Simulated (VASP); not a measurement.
A run of VASP 6.6.1 is set up as follows.

File INCAR:

```
SYSTEM = Mg3ZnC
PREC = Accurate
ENCUT = 600
EDIFF = 1E-6
ISMEAR = -1
SIGMA = 0.1
LREAL = .FALSE.
LASPH = .TRUE.
NELM = 60
ALGO = Normal
ISIF = 3
LWAVE = .FALSE.
LCHARG = .FALSE.
GGA = PE
IBRION = 2
NSW = 80
EDIFFG = -0.01
PSTRESS = 100.0
```

KPOINTS

```
Automatic mesh
0
G
  5 5 5
  0 0 0
```

The input POSCAR:

```
Mg3ZnC
1.0
    4.4069310000      0.0000000000      0.0000000000
    0.0000000000      4.4069310000      0.0000000000
    0.0000000000      0.0000000000      4.4069310000
Mg Zn C
3 1 1
Direct
    0.0000000000      0.5000000000      0.5000000000
    0.5000000000      0.5000000000      0.0000000000
    0.5000000000      0.0000000000      0.5000000000
    0.0000000000      0.0000000000      0.0000000000
    0.5000000000      0.5000000000      0.5000000000
```

Potentials or basis: VASP PAW PBE potentials, release 64 (Mg, Zn, C).

Launch:

```sh
$ cat potpaw_PBE.64/Mg/POTCAR potpaw_PBE.64/Zn/POTCAR potpaw_PBE.64/C/POTCAR > POTCAR
$ mpirun -np 1 vasp_std > vasp.out
```

Estimate the relaxed cell.

a = 4.218 Å, b = 4.218 Å, c = 4.218 Å, α = 90.00°, β = 90.00°, γ = 90.00°.

Estimate the space group after relaxing (to 0.05 Å).

Pm-3m (No. 221).

What does it give for the relaxed volume?

15.01 Å³/atom.

Final structure:
```cif
data_structure
_symmetry_space_group_name_H-M 'P 1'
_symmetry_Int_Tables_number 1
_cell_length_a 4.2179
_cell_length_b 4.2179
_cell_length_c 4.2179
_cell_angle_alpha 90.000
_cell_angle_beta 90.000
_cell_angle_gamma 90.000
_cell_volume 75.04
loop_
_atom_site_label
_atom_site_type_symbol
_atom_site_fract_x
_atom_site_fract_y
_atom_site_fract_z
_atom_site_occupancy
Mg1 Mg 0.00000 0.50000 0.50000 1
Mg2 Mg 0.50000 0.50000 0.00000 1
Mg3 Mg 0.50000 0.00000 0.50000 1
Zn1 Zn 0.00000 0.00000 0.00000 1
C1 C 0.50000 0.50000 0.50000 1
```

Caveat: the cell is relaxed towards a set pressure, so the enthalpy falls and the energy may rise.
